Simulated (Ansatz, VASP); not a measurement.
One calculation of HgPd, two programs

```
Hg Pd
1.0
     3.02600    0.00000    0.00000
     0.00000    3.02600    0.00000
     0.00000    0.00000    3.70200
Hg Pd
1 1
Direct
  0.00000 0.00000 0.00000
  0.50000 0.50000 0.50000
```

Change from the starting cell: volume scaled by 1, crystal datasets.

Alike in both runs: task electric field gradients; functional PBEsol; k mesh 12 × 12 × 10; occupations fermi-dirac, width 0.05 eV; no spin polarisation.

|  | VASP | Ansatz |
| --- | --- | --- |
| version | VASP 6.6.1 | Ansatz 0.2.0 |
| potentials or method | VASP PAW PBE potentials, release 64 (Hg, Pd), cutoff 520 eV | all-electron PAW with datasets made for the crystal, scalar-relativistic |

|  | VASP | Ansatz | Ansatz less VASP |
| --- | --- | --- | --- |
| pressure (GPa) | 1.0 | 0.0 | -1.04 |
| traceless stress, the component that is largest in VASP (GPa) | 0.26 | 0.19 | -0.075 |
| size of Vzz on the site where it differs most (V/Å²) | 79.3 | 89.9 | +10.60 |

VASP's potentials were made for PBE, not for PBEsol. Ansatz ran all-electron here, and VASP with PAW potentials.

Spin-orbit coupling is off throughout.
